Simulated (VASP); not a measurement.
# BaTe (P6_3/mmc) in VASP: a series of runs, part 2 of 2

VASP 6.6.1.

## 4. Single point, PBE (49.08 Å³/atom)

This run uses another cell than the first one, of 49.08 Å³/atom.

File INCAR:

```
SYSTEM = BaTe
  ALGO = Normal
  EDIFF = 1E-6
  ENCUT = 520
  GGA = PE
  ISIF = 2
  ISMEAR = 0
  LASPH = .True.
  LCHARG = .False.
  LREAL = .False.
  LWAVE = .False.
  NBANDS = 24
  NELM = 80
  PREC = Accurate
  SIGMA = 0.02
```

File KPOINTS:

```
k-points
0
Gamma
  6 6 4
  0 0 0
```

File POSCAR:

```
BaTe
1.0
    5.0643472287      0.0000000000      0.0000000000
   -2.5321736143      4.3858533537      0.0000000000
    0.0000000000      0.0000000000      8.8378283218
Ba Te
2 2
Direct
    0.0000000000      0.0000000000      0.0000000000
    0.0000000000      0.0000000000      0.5000000000
    0.3333333333      0.6666666667      0.7500000000
    0.6666666667      0.3333333333      0.2500000000
```

Potentials or basis: VASP PAW PBE potentials, release 64 (Ba_sv, Te).

The run is started by

```sh
$ cat potpaw_PBE.64/Ba_sv/POTCAR potpaw_PBE.64/Te/POTCAR > POTCAR
$ mpirun -np 1 vasp_std > vasp.out
```

OUTCAR:

```text
SYSTEM = BaTe
   EDIFF = 1E-6
   ENCUT = 520
   GGA = PE
   ISIF = 2
   ISMEAR = 0
   LASPH = .True.
   LREAL = .False.
   NELM = 80
   PREC = Accurate

 ion  position               nearest neighbor table
   1  0.000  0.000  0.000-   3 3.66   4 3.66   4 3.66   3 3.66   4 3.66   3 3.66   2 4.42   2 4.42

   2  0.000  0.000  0.500-   3 3.66   4 3.66   4 3.66   3 3.66   4 3.66   3 3.66   1 4.42   1 4.42

   3  0.333  0.667  0.750-   1 3.66   2 3.66   1 3.66   2 3.66   1 3.66   2 3.66
   4  0.667  0.333  0.250-   1 3.66   2 3.66   1 3.66   2 3.66   1 3.66   2 3.66

  LATTYP: Found a hexagonal cell.
 ALAT       =     5.0643472287
 C/A-ratio  =     1.7451071032

  Lattice vectors:

 A1 = (   5.0643472287,   0.0000000000,   0.0000000000)
 A2 = (  -2.5321736143,   4.3858533537,   0.0000000000)
 A3 = (   0.0000000000,   0.0000000000,   8.8378283218)

Analysis of symmetry for initial positions (statically):
=====================================================================
 Subroutine PRICEL returns:
 Original cell was already a primitive cell.

 Routine SETGRP: Setting up the symmetry group for a
 hexagonal supercell.

 Subroutine GETGRP returns: Found 24 space group operations
 (whereof 12 operations were pure point group operations)
 out of a pool of 24 trial point group operations.

The static configuration has the point symmetry D_3d.
 The point group associated with its full space group is D_6h.

Analysis of symmetry for dynamics (positions and initial velocities):
=====================================================================
 Subroutine PRICEL returns:
 Original cell was already a primitive cell.

 Routine SETGRP: Setting up the symmetry group for a
 hexagonal supercell.

 Subroutine GETGRP returns: Found 24 space group operations
[... 118 lines left out ...]
   EFERMI =   0.00;   METHOD = LEGACY
   ISMEAR =     0;   SIGMA  =   0.02  broadening in eV -4-tet -1-fermi 0-gaus
   EFERMI_NEDOS =   21; number of points for ismear=-14 and -15
   IALGO  =     38    algorithm
   IMIX   =      4    mixing-type and parameters
     AMIX     =   0.40;   BMIX     =  1.00
     AMIX_MAG =   1.60;   BMIX_MAG =  1.00
  volume/ion in A,a.u.               =      49.08       331.18
  Fermi-wavevector in a.u.,A,eV,Ry     =   0.894301  1.689984 10.881593  0.799774
  Thomas-Fermi vector in A             =   2.016489
   LORBIT       =      0    0 simple, 1 ext, 2 COOP (PROOUT), +10 PAW based schemes
   GGA     = PE    functional components
   LHFCALC =     F    Hartree Fock is set to
   AEXX    =    0.0000 exact exchange contribution
   IVDW    =     0    specifies the selected vdW correction
   LEPSILON=     F    determine dielectric tensor
   LRPA    =     F    only Hartree local field effects (RPA)
 non-spin polarized calculation
 Gauss-broadening in eV      SIGMA  =   0.02
  energy-cutoff  :      520.00
  volume of cell :      196.30
 maximum number of plane-waves:      5348
 NGX is ok and might be reduce to    40
   NGX = 19   NGY = 19   NGZ = 33

 number of electron      31.9999997 magnetization

 Free energy of the ion-electron system (eV)
  ---------------------------------------------------
  ext. energy  EPLUGINS =         0.00000000
  ---------------------------------------------------
  free energy    TOTEN  =       -16.86404734 eV

  energy without entropy =      -16.86404734  energy(sigma->0) =      -16.86404734

 E-fermi :   1.6991     XC(G=0):  -7.7005

 val. band max:        1.5829648518   @ k =   0.0000   0.0000   0.0000
 cond. band min:       3.3810226603   @ k =   0.5000  -0.0000   0.0000
 fundamental gap:      1.7980578085
 Fermi energy:         1.6991102119

 k-point     1 :       0.0000    0.0000    0.0000
  band No.  band energies     occupation
      1     -25.9727      2.00000
      2     -25.9567      2.00000
      3     -11.3913      2.00000
      4     -11.0992      2.00000
      5     -11.0992      2.00000
      6     -11.0653      2.00000
[... 556 lines left out ...]
     23       6.0357      0.00000
     24       6.0357      0.00000

------------------------ aborting loop because EDIFF is reached ----------------------------------------

  FORCE on cell =-STRESS in cart. coord.  units (eV):
  Direction    XX          YY          ZZ          XY          YZ          ZX
  --------------------------------------------------------------------------------------
  -------------------------------------------------------------------------------------
  Total       -2.3201100     -2.3201100     -2.4401762     -0.0000000      0.0000000      0.0000000
  in kB      -18.9363392    -18.9363392    -19.9162987     -0.0000000      0.0000000      0.0000000
  external PRESSURE =     -19.2629924 kB  Pullay stress =       0.0000000 kB

 VOLUME and BASIS-vectors are now :
 -----------------------------------------------------------------------------
  energy-cutoff  :      520.00
  volume of cell :      196.30
      direct lattice vectors                 reciprocal lattice vectors
     5.064347229  0.000000000  0.000000000     0.197458815  0.114002900  0.000000000
    -2.532173614  4.385853354  0.000000000     0.000000000  0.228005799  0.000000000
     0.000000000  0.000000000  8.837828322     0.000000000  0.000000000  0.113149969

 POSITION                                       TOTAL-FORCE (eV/Angst)
 -----------------------------------------------------------------------------------
      0.00000      0.00000      0.00000        -0.000000      0.000000      0.000000
      0.00000      0.00000      4.41891        -0.000000      0.000000      0.000000
     -0.00000      2.92390      6.62837        -0.000000      0.000000      0.000000
      2.53217      1.46195      2.20946         0.000000     -0.000000     -0.000000
 -----------------------------------------------------------------------------------
    total drift:                                0.000000     -0.000000      0.000000

  FREE ENERGIE OF THE ION-ELECTRON SYSTEM (eV)
  ---------------------------------------------------
  free  energy   TOTEN  =       -16.8640473434 eV

  energy  without entropy=      -16.8640473434  energy(sigma->0) =      -16.86404734
```

stdout:

```text
POSCAR found type information on POSCAR BaTe
 POSCAR found :  2 types and       4 ions
 scaLAPACK will be used
 LDA part: xc-table for (Slater+PW92), standard interpolation
 POSCAR, INCAR and KPOINTS ok, starting setup
 FFT: planning ... GRIDC
 FFT: planning ... GRID_SOFT
 FFT: planning ... GRID
 WAVECAR not read
 entering main loop
```

It took 3.5 min on 1 thread of Intel Xeon 8259CL, shared host; peak memory 0.37 GiB.

Results:

- Free energy: -16.8640 eV
- Pressure: -1.9 GPa
- Band gap on the k mesh: 1.80 eV (least direct gap 1.84 eV)

Levels at points of the mesh, in eV from the valence-band top:
```csv
k point,band 13,band 14,band 15,band 16,band 17,band 18,band 19,band 20
"(0.00, 0.00, 0.00)",-0.82,-0.22,0.00,0.00,1.84,2.37,3.05,3.05
"(0.50, 0.00, 0.00)",-0.98,-0.93,-0.73,-0.35,1.80,2.97,4.17,4.27
"(0.00, 0.00, 0.50)",-0.48,-0.48,-0.48,-0.48,2.93,2.93,3.50,3.50
"(0.50, 0.00, 0.50)",-0.87,-0.87,-0.66,-0.66,2.52,2.52,3.93,3.93
```

Caveat: spin-orbit coupling is left out, which moves the levels of the heavy elements. A k mesh can miss the band edges.

## 5. The runs side by side

| cell | gap on the mesh (eV) | pressure (GPa) |
| --- | --- | --- |
| a = 4.946, b = 4.946, c = 8.675 Å, angles 90.0, 90.0, 120.0°, 4 atoms | 1.71 | -0.5 |
| a = 5.002, b = 5.002, c = 8.729 Å, angles 90.0, 90.0, 120.0°, 4 atoms | 1.75 | -1.2 |
| a = 5.064, b = 5.064, c = 8.838 Å, angles 90.0, 90.0, 120.0°, 4 atoms | 1.80 | -1.9 |

Alike in all rows: task single point; level PBE; potentials or basis VASP PAW PBE potentials, release 64 (Ba_sv, Te); no spin polarisation; k mesh 6 × 6 × 4; cutoff (eV) 520; smearing gaussian 0.02 eV.

Caveats: spin-orbit coupling is left out, which moves the levels of the heavy elements.

Absolute energies hang on the potentials; compare differences alone.
